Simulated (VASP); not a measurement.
# MgO (Fm-3m) in VASP: further runs

Runs on MgO. Level: PBE. Tasks: single point.

All numbers are computed with VASP 6.6.1; they aren't measurements. Logs are shortened: lines on timing, memory, paths and dates and some standing lists are left out, and cuts for length are marked.

## (1) The cell of the first run

The structure is cubic, space group Fm-3m (No. 225). Conventional cell: a = 4.213 Å, b = 4.213 Å, c = 4.213 Å, α = 90.00°, β = 90.00°, γ = 90.00°. Mg (site symmetry m-3m) has 6 O at 2.11 Å within 2.8 Å. Within 2.8 Å of O (site symmetry m-3m) lie 6 Mg at 2.11 Å.

## (2) Single point, PBE

The input, INCAR:

```
SYSTEM = MgO
PREC = Accurate
ENCUT = 840
EDIFF = 1E-6
ISMEAR = -1
SIGMA = 0.05
LREAL = .FALSE.
LASPH = .TRUE.
NELM = 120
ALGO = Normal
ISIF = 2
LWAVE = .FALSE.
LCHARG = .FALSE.
GGA = PE
NBANDS = 15
GGA_COMPAT = .FALSE.
```

The input, KPOINTS:

```
regular mesh
0
G
  9 9 9
  0 0 0
```

The input, POSCAR:

```
MgO
1.0
    0.0000000000      2.1064000000      2.1064000000
    2.1064000000      0.0000000000      2.1064000000
    2.1064000000      2.1064000000      0.0000000000
Mg O
1 1
Direct
    0.0000000000      0.0000000000      0.0000000000
    0.5000000000      0.5000000000      0.5000000000
```

Potentials or basis: VASP PAW PBE potentials, release 64 (Mg_sv, O).

On the command line:

```
cat potpaw_PBE.64/Mg_sv/POTCAR potpaw_PBE.64/O/POTCAR > POTCAR
mpirun -np 1 vasp_std > vasp.out
```

OUTCAR:

```text
SYSTEM = MgO
   PREC = Accurate
   ENCUT = 840
   EDIFF = 1E-6
   ISMEAR = -1
   LREAL = .FALSE.
   LASPH = .TRUE.
   NELM = 120
   ISIF = 2
   GGA = PE

 ion  position               nearest neighbor table
   1  0.000  0.000  0.000-   2 2.11   2 2.11   2 2.11   2 2.11   2 2.11   2 2.11
   2  0.500  0.500  0.500-   1 2.11   1 2.11   1 2.11   1 2.11   1 2.11   1 2.11

  LATTYP: Found a face centered cubic cell.
 ALAT       =     4.2128000000

  Lattice vectors:

 A1 = (   0.0000000000,   2.1064000000,   2.1064000000)
 A2 = (   2.1064000000,   0.0000000000,   2.1064000000)
 A3 = (   2.1064000000,   2.1064000000,   0.0000000000)

Analysis of symmetry for initial positions (statically):
=====================================================================
 Subroutine PRICEL returns:
 Original cell was already a primitive cell.

 Routine SETGRP: Setting up the symmetry group for a
 face centered cubic supercell.

 Subroutine GETGRP returns: Found 48 space group operations
 (whereof 48 operations were pure point group operations)
 out of a pool of 48 trial point group operations.

The static configuration has the point symmetry O_h .

Analysis of symmetry for dynamics (positions and initial velocities):
=====================================================================
 Subroutine PRICEL returns:
 Original cell was already a primitive cell.

 Routine SETGRP: Setting up the symmetry group for a
 face centered cubic supercell.

 Subroutine GETGRP returns: Found 48 space group operations
 (whereof 48 operations were pure point group operations)
 out of a pool of 48 trial point group operations.

The dynamic configuration has the point symmetry O_h .

 Subroutine INISYM returns: Found 48 space group operations
 (whereof 48 operations are pure point group operations),
 and found     1 'primitive' translations

----------------------------------------------------------------------------------------

                                     Primitive cell

  volume of cell :      18.6919

  direct lattice vectors                    reciprocal lattice vectors
     0.000000000  2.106400000  2.106400000    -0.237371819  0.237371819  0.237371819
     2.106400000  0.000000000  2.106400000     0.237371819 -0.237371819  0.237371819
     2.106400000  2.106400000  0.000000000     0.237371819  0.237371819 -0.237371819

  length of vectors
     2.978899448  2.978899448  2.978899448     0.411140051  0.411140051  0.411140051

  position of ions in fractional coordinates (direct lattice)
     0.000000000  0.000000000  0.000000000
     0.500000000  0.500000000  0.500000000

  ion indices of the primitive-cell ions
   primitive index   ion index
                 1           1
                 2           2

----------------------------------------------------------------------------------------

 KPOINTS: regular mesh

Automatic generation of k-mesh.
 Grid dimensions read from file:
 generate k-points for:    9    9    9

 Generating k-lattice:

  Cartesian coordinates                     Fractional coordinates (reciprocal lattice)
    -0.026374647  0.026374647  0.026374647     0.111111111  0.000000000  0.000000000
     0.026374647 -0.026374647  0.026374647     0.000000000  0.111111111  0.000000000
     0.026374647  0.026374647 -0.026374647     0.000000000  0.000000000  0.111111111

  Length of vectors
     0.045682228  0.045682228  0.045682228

  Shift w.r.t. Gamma in fractional coordinates (k-lattice)
     0.000000000  0.000000000  0.000000000

 Subroutine IBZKPT returns following result:
 ===========================================

 Found     35 irreducible k-points:

 Following reciprocal coordinates:
            Coordinates               Weight
  0.000000  0.000000  0.000000      1.000000
  0.111111  0.000000  0.000000      8.000000
  0.222222  0.000000  0.000000      8.000000
  0.333333  0.000000  0.000000      8.000000
  0.444444  0.000000  0.000000      8.000000
  0.111111  0.111111  0.000000      6.000000
[... 16 lines left out ...]
 -0.333333  0.333333  0.000000     12.000000
  0.444444  0.444444  0.000000      6.000000
 [... further k-points ...]
   k-points           NKPTS =     35   k-points in BZ     NKDIM =     35   number of bands    NBANDS=     15
   number of dos      NEDOS =    301   number of ions     NIONS =      2
   total plane-waves  NPLWV =  21952
   dimension x,y,z NGX =    28 NGY =   28 NGZ =   28
   dimension x,y,z NGXF=    56 NGYF=   56 NGZF=   56
   ions per type =               1   1
   NGX,Y,Z   is equivalent  to a cutoff of  15.63, 15.63, 15.63 a.u.
   NGXF,Y,Z  is equivalent  to a cutoff of  31.25, 31.25, 31.25 a.u.
 SYSTEM =  MgO
   PREC   = accura    normal or accurate (medium, high low for compatibility)
   ISTART =      0    job   : 0-new  1-cont  2-samecut
   ICHARG =      2    charge: 1-file 2-atom 10-const
   ISPIN  =      1    spin polarized calculation?
   LNONCOLLINEAR =      F non collinear calculations
   LSORBIT =      F    spin-orbit coupling
   LASPH  =      T    aspherical Exc in radial PAW
   ENCUT  =  840.0 eV  61.74 Ry    7.86 a.u.   7.04  7.04  7.04*2*pi/ulx,y,z
   NELM   =    120;   NELMIN=  2; NELMDL= -5     # of ELM steps
   EDIFF  = 0.1E-05   stopping-criterion for ELM
   LREAL  =      F    real-space projection
   EDIFFG = 0.1E-04   stopping-criterion for IOM
   NSW    =      0    number of steps for IOM
   IBRION =     -1    ionic relax: 0-MD 1-quasi-New 2-CG
   NFREE  =      0    steps in history (QN), initial steepest desc. (CG)
   ISIF   =      2    stress and relaxation
   ISYM   =      2    0-nonsym 1-usesym 2-fastsym
   POTIM  = 0.5000    time-step for ionic-motion
   TEBEG  =    0.0;   TEEND  =   0.0 temperature during run
   PSTRESS=    0.0 pullay stress
   NELECT =      16.0000    total number of electrons
   NUPDOWN=      -1.0000    fix difference up-down
   EMIN   =  10.00;   EMAX   =-10.00  energy-range for DOS
   EFERMI =   0.00;   METHOD = LEGACY
   ISMEAR =    -1;   SIGMA  =   0.05  broadening in eV -4-tet -1-fermi 0-gaus
   EFERMI_NEDOS =   21; number of points for ismear=-14 and -15
   IALGO  =     38    algorithm
   IMIX   =      4    mixing-type and parameters
     AMIX     =   0.40;   BMIX     =  1.00
     AMIX_MAG =   1.60;   BMIX_MAG =  1.00
  volume/ion in A,a.u.               =       9.35        63.07
  Fermi-wavevector in a.u.,A,eV,Ry     =   1.554404  2.937398 32.874024  2.416173
  Thomas-Fermi vector in A             =   2.658495
   LORBIT       =      0    0 simple, 1 ext, 2 COOP (PROOUT), +10 PAW based schemes
   GGA     = PE    functional components
   LHFCALC =     F    Hartree Fock is set to
   AEXX    =    0.0000 exact exchange contribution
   IVDW    =     0    specifies the selected vdW correction
   LEPSILON=     F    determine dielectric tensor
   LRPA    =     F    only Hartree local field effects (RPA)
 non-spin polarized calculation
  energy-cutoff  :      840.00
  volume of cell :       18.69
 maximum number of plane-waves:      1044
   NGX = 15   NGY = 15   NGZ = 15

 number of electron      15.9999995 magnetization

 Free energy of the ion-electron system (eV)
  ---------------------------------------------------
  ext. energy  EPLUGINS =         0.00000000
  ---------------------------------------------------
  free energy    TOTEN  =       -11.87513258 eV

  energy without entropy =      -11.87513258  energy(sigma->0) =      -11.87513258

 E-fermi :   4.1252     XC(G=0): -11.3885

 val. band max:        2.9115816606   @ k =   0.0000   0.0000   0.0000
 cond. band min:       7.6462633768   @ k =   0.0000   0.0000   0.0000
 fundamental gap:      4.7346817162
 Fermi energy:         4.1251555845

 k-point     1 :       0.0000    0.0000    0.0000
  band No.  band energies     occupation
      1     -69.3583      2.00000
      2     -36.0831      2.00000
      3     -36.0831      2.00000
      4     -36.0831      2.00000
      5     -14.3342      2.00000
      6       2.9116      2.00000
      7       2.9116      2.00000
      8       2.9116      2.00000
      9       7.6463      0.00000
     10      18.7146      0.00000
     11      18.7146      0.00000
     12      18.7146      0.00000
     13      22.6262      0.00000
     14      24.4066      0.00000
     15      24.4066      0.00000

 k-point     2 :       0.1111    0.0000    0.0000
  band No.  band energies     occupation
      1     -69.3570      2.00000
      2     -36.0932      2.00000
      3     -36.0840      2.00000
      4     -36.0840      2.00000
      5     -14.2008      2.00000
      6       2.1314      2.00000
      7       2.8289      2.00000
      8       2.8289      2.00000
      9       8.3977      0.00000
     10      17.2723      0.00000
     11      19.0059      0.00000
     12      19.0059      0.00000
     13      23.5794      0.00000
     14      23.5794      0.00000
     15      24.5292      0.00000

 k-point     3 :       0.2222    0.0000    0.0000
  band No.  band energies     occupation
      1     -69.3546      2.00000
      2     -36.1191      2.00000
      3     -36.0866      2.00000
      4     -36.0866      2.00000
      5     -13.8433      2.00000
      6       0.6355      2.00000
      7       2.6275      2.00000
      8       2.6275      2.00000
      9       9.7212      0.00000
     10      15.7185      0.00000
     11      19.5174      0.00000
     12      19.5174      0.00000
     13      22.9827      0.00000
     14      22.9827      0.00000
     15      25.1180      0.00000
[... 343 lines left out ...]
 k-point    23 :      -0.3333    0.3333    0.0000
  band No.  band energies     occupation
      1     -69.3475      2.00000
      2     -36.1394      2.00000
      3     -36.1350      2.00000
      4     -36.1005      2.00000
      5     -12.8147      2.00000
      6      -0.2999      2.00000
      7      -0.1306      2.00000
      8       1.9154      2.00000
      9      13.2188      0.00000
     10      15.1203      0.00000
     11      15.4474      0.00000
     12      20.6983      0.00000
     13      21.7419      0.00000
     14      26.1107      0.00000
     15      30.4689      0.00000

 k-point    24 :       0.4444    0.4444    0.0000
  band No.  band energies     occupation
      1     -69.3472      2.00000
      2     -36.1544      2.00000
      3     -36.1110      2.00000
      4     -36.1110      2.00000
      5     -12.8520      2.00000
      6      -1.0708      2.00000
      7       1.6064      2.00000
      8       1.6064      2.00000
      9      12.1382      0.00000
     10      12.8852      0.00000
     11      16.0246      0.00000
     12      21.8052      0.00000
     13      21.8052      0.00000
     14      28.4612      0.00000
     15      29.4047      0.00000

 [... further k-points ...]
[... 5 lines left out ...]
  --------------------------------------------------------------------------------------
  -------------------------------------------------------------------------------------
  Total        0.5481271      0.5481271      0.5481271      0.0000000     -0.0000000      0.0000000
  in kB       46.9828475     46.9828475     46.9828475      0.0000000     -0.0000000      0.0000000
  external PRESSURE =      46.9828475 kB  Pullay stress =       0.0000000 kB

 VOLUME and BASIS-vectors are now :
 -----------------------------------------------------------------------------
  energy-cutoff  :      840.00
  volume of cell :       18.69
      direct lattice vectors                 reciprocal lattice vectors
     0.000000000  2.106400000  2.106400000    -0.237371819  0.237371819  0.237371819
     2.106400000  0.000000000  2.106400000     0.237371819 -0.237371819  0.237371819
     2.106400000  2.106400000  0.000000000     0.237371819  0.237371819 -0.237371819

 POSITION                                       TOTAL-FORCE (eV/Angst)
 -----------------------------------------------------------------------------------
      0.00000      0.00000      0.00000         0.000000      0.000000      0.000000
      2.10640      2.10640      2.10640        -0.000000     -0.000000     -0.000000
 -----------------------------------------------------------------------------------
    total drift:                                0.000000      0.000000      0.000000

  FREE ENERGIE OF THE ION-ELECTRON SYSTEM (eV)
  ---------------------------------------------------
  free  energy   TOTEN  =       -11.8751325846 eV

  energy  without entropy=      -11.8751325846  energy(sigma->0) =      -11.87513258
```

Run time: 10 s. Hardware: 1 thread of Intel Xeon Platinum 8488C (Sapphire Rapids), shared host; peak memory 0.16 GiB.

What came out:

- Free energy: -11.8751 eV
- Pressure: 4.7 GPa
- Band gap on the k mesh: 4.73 eV

Levels at points of the mesh, in eV from the valence-band top:
```csv
k point,band 4,band 5,band 6,band 7,band 8,band 9,band 10,band 11,band 12,band 13
"(0.00, 0.00, 0.00)",-38.99,-17.25,0.00,0.00,0.00,4.73,15.80,15.80,15.80,19.71
```

Caveat: the cell stands under pressure. PBE gaps usually lie below the measured ones, often by a third to a half.

## (3) Single point, PBE

The input, INCAR:

```
PREC     = Accurate       # precision mode
ENCUT    = 840            # plane-wave cutoff, eV
EDIFF    = 1E-6           # SCF threshold, eV
ISMEAR   = 1              # smearing method
SIGMA    = 0.05           # smearing width, eV
LREAL    = False          # projectors in reciprocal space
LASPH    = True           # aspherical terms in the spheres
NELM     = 120            # most SCF steps
ALGO     = Normal         # electronic algorithm
ISIF     = 2              # what is computed and relaxed
LWAVE    = False          # write WAVECAR
LCHARG   = False          # write CHGCAR
GGA      = PE             # functional
NBANDS   = 15             # bands
GGA_COMPAT= False
```

The input, KPOINTS:

```
Automatic mesh
0
Gamma
  9 9 9
```

POSCAR is that of step 2.

Potentials or basis: VASP PAW PBE potentials, release 64 (Mg_sv, O).

On the command line:

```
cat potpaw_PBE.64/Mg_sv/POTCAR potpaw_PBE.64/O/POTCAR > POTCAR
mpirun -np 1 vasp_std > vasp.out
```

Run time: 43 s. Hardware: 1 thread of AMD EPYC 7R43 (Zen 3), shared host; peak memory 0.12 GiB.

It converged, with:

```yaml
Free_energy: -11.8751 eV
Pressure: 4.7 GPa
Band_gap_on_the_k_mesh: 4.73 eV
```

Levels at points of the mesh, in eV from the valence-band top:
```tsv
k point	band 4	band 5	band 6	band 7	band 8	band 9	band 10	band 11	band 12	band 13
(0.00, 0.00, 0.00)	-38.99	-17.25	0.00	0.00	0.00	4.73	15.80	15.80	15.80	19.71
```

Caveat: the cell stands under pressure. As with any semilocal functional, this PBE gap is likely too small.
